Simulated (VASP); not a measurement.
The system is BaAl3.

```
CELL_PARAMETERS angstrom
4.32478 0.00000 0.00000
0.00000 4.32478 0.00000
0.00000 0.00000 4.32478
ATOMIC_POSITIONS crystal
Ba 0.00000 0.00000 0.00000
Al 0.00000 0.50000 0.50000
Al 0.50000 0.00000 0.50000
Al 0.50000 0.50000 0.00000
```

* Program: VASP 6.6.1
* Task: relaxation of cell and atoms
* Functional: PBE
* Potentials or basis: VASP PAW PBE potentials, release 64 (Ba_sv, Al)
* Cutoff: 600 eV
* k mesh: 4 × 4 × 4
* Occupations: gaussian, width 0.1 eV
* Spin: no spin polarisation

At the start: pressure 14.1 GPa; volume 20.22 Å³/atom.

Where does the relaxation end?

Over 3 steps the energy falls by 194.7 meV/atom and the volume is 25.57 Å³/atom (+26.5 %); space group Pm-3m (No. 221, to 0.1 Å) before and after.

Step by step:
| step | energy change (eV) | largest force (eV/Å) | pressure (GPa) | volume (Å³) |
| --- | --- | --- | --- | --- |
| 1 | 0.0000 | 0.0000 | 14.08 | 80.89 |
| 2 | -0.7777 | 0.0000 | -0.40 | 103.52 |
| 3 | -0.7790 | 0.0000 | 0.07 | 102.29 |

Final structure:
```yaml
crystal:
  lattice:
    - [4.67674, 0.00000, 0.00000]
    - [0.00000, 4.67674, 0.00000]
    - [0.00000, 0.00000, 4.67674]
  atoms:
    - { symbol: Ba, position: [0.00000, 0.00000, 0.00000] }
    - { symbol: Al, position: [0.00000, 0.50000, 0.50000] }
    - { symbol: Al, position: [0.50000, 0.00000, 0.50000] }
    - { symbol: Al, position: [0.50000, 0.50000, 0.00000] }
```

Caveat: the k points lie up to 0.34 Å⁻¹ apart in the final cell, too coarse for converged energies and pressures of a metal; the volume moved by over 15 % at a fixed basis, so the end points are rough.
